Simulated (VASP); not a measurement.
**BiAu (zincblende type): electric field gradients with PBE**

The system is BiAu (zincblende type).

```
CELL_PARAMETERS angstrom
0.00000 3.22837 3.22837
3.22837 0.00000 3.22837
3.22837 3.22837 0.00000
ATOMIC_POSITIONS crystal
Au 0.00000 0.00000 0.00000
Bi 0.25000 0.25000 0.25000
```

- Program: VASP 6.6.1
- Task: electric field gradients
- Functional: PBE
- Potentials or basis: VASP PAW PBE potentials, release 64 (Au, Bi_d)
- Cutoff: 520 eV
- k mesh: 11 × 11 × 11
- Occupations: fermi-dirac, width 0.05 eV
- Spin: non-collinear spin, zero start, spin-orbit coupling
- Starting moments: [[0.0, 0.0, 0.0], [0.0, 0.0, 0.0]] μB
- Dipole correction: no
- Further INCAR settings: ALGO = Normal; EDIFF = 1e-08; NBANDS = 38

```yaml
Pressure: 0.2 GPa
Net_moment: 0.00 μB per cell
Valence_electrons_inside_the_program's_atomic_spheres: Au 9.69; Bi 12.77
```

Moments on the atoms (μB; x, y, z):
```
Au  0.00 0.00 0.00
Bi  0.00 0.00 0.00
```

It took 4.8 min on 1 thread of Intel(R) Xeon(R) 6975P-C (Granite Rapids) (shared host), peak memory 0.59 GiB.

Caveat: without QUAD_EFG the Cq values of the log hold for a quadrupole moment of 1 mb, not for the nuclei.
